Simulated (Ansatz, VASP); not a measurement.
Al2InAs3 in VASP and in Ansatz

The input INCAR:

```
ALGO = Normal
EDIFF = 1E-7
EDIFFG = -0.025
ENCUT = 600
GGA = PE
IBRION = 2
ISIF = 3
ISMEAR = 0
LASPH = T
LCHARG = F
LREAL = F
LWAVE = F
NELM = 100
NSW = 80
PREC = Accurate
SIGMA = 0.1
```

Contents of KPOINTS:

```
k-points
0
Gamma
  4 2 2
```

File POSCAR:

```
Al2InAs3
1.0
    4.1830180570      0.0576215451     -0.0536270700
    0.0998034437      7.3314951659      0.0303623803
   -0.1315052669      0.0429867159     10.3149884485
Al In As
4 2 6
Direct
   -0.0015443732      0.0070308512      0.0095500452
    0.4958610790      0.4949753986      0.0026902293
    0.5010271570      0.1678782327      0.3372395188
   -0.0193900133      0.6690347800      0.3277108457
   -0.0084572779      0.3321876297      0.6652241090
    0.5056664810      0.8313730664      0.6578779092
   -0.0055927570      0.0042424555      0.7666662569
    0.5113157042      0.5009239990      0.7712807819
    0.0077209067      0.3323562532      0.4002355741
    0.5061682350      0.8360211527      0.3946386018
    0.4990262128      0.1665395861      0.0810648542
    0.0081986458      0.6574365950      0.0858212738
```

Input for Ansatz:

```yaml
crystal:
  lattice:
    - [4.183018057, 0.0576215451, -0.05362707]
    - [0.0998034437, 7.3314951659, 0.0303623803]
    - [-0.1315052669, 0.0429867159, 10.3149884485]
  atoms:
    - { symbol: Al, position: [-0.0015443732, 0.0070308512, 0.0095500452] }
    - { symbol: Al, position: [0.495861079, 0.4949753986, 0.0026902293] }
    - { symbol: Al, position: [0.501027157, 0.1678782327, 0.3372395188] }
    - { symbol: Al, position: [-0.0193900133, 0.66903478, 0.3277108457] }
    - { symbol: In, position: [-0.0084572779, 0.3321876297, 0.665224109] }
    - { symbol: In, position: [0.505666481, 0.8313730664, 0.6578779092] }
    - { symbol: As, position: [-0.005592757, 0.0042424555, 0.7666662569] }
    - { symbol: As, position: [0.5113157042, 0.500923999, 0.7712807819] }
    - { symbol: As, position: [0.0077209067, 0.3323562532, 0.4002355741] }
    - { symbol: As, position: [0.506168235, 0.8360211527, 0.3946386018] }
    - { symbol: As, position: [0.4990262128, 0.1665395861, 0.0810648542] }
    - { symbol: As, position: [0.0081986458, 0.657436595, 0.0858212738] }
basis:
  ecutwfc: 420
kpoints:
  mp_grid: { grid: [4, 2, 2] }
hamiltonian:
  xc: pbe
scf:
  occupations: { method: gaussian, width: 0.1 }
  lower_state_search: "off"
output:
  forces: true
  stress: true
  eigenvalues: true
relax:
  adjacent_minimum: "off"
  f_tol: 0.025
  max_steps: 60
  cell: { stress_tol: 0.25 }
```

Change from the starting cell: cell x2, atoms moved at random (sigma 0.05 Å) and cell strained at random (1.5 %), then relaxed without symmetry.

Alike in both runs: task relaxation of cell and atoms; functional PBE; k mesh 4 × 2 × 2; occupations gaussian, width 0.1 eV; no spin polarisation.

```csv
,VASP,Ansatz
version,VASP 6.6.1,Ansatz 0.2.0
potentials or method,"VASP PAW PBE potentials, release 64 (Al, In_d, As), cutoff 600 eV","scalar-relativistic, plane waves, PAW"
valence electrons in the cell,68,128
```

```csv
,VASP,Ansatz,Ansatz less VASP
"gap on the k mesh at the Fermi level, each at its own relaxed structure (eV)",0.62,0.63,+0.013
relaxed volume (Å³/atom),25.44,25.37,-0.076
relaxed cell length with the largest relative difference (Å),7.178,7.169,-0.0090
```

VASP's potentials hold 68 valence electrons a cell and Ansatz's 128, so a difference there can come from the potentials and not from the codes.

The k mesh is coarse, so the values compare programs but aren't converged.
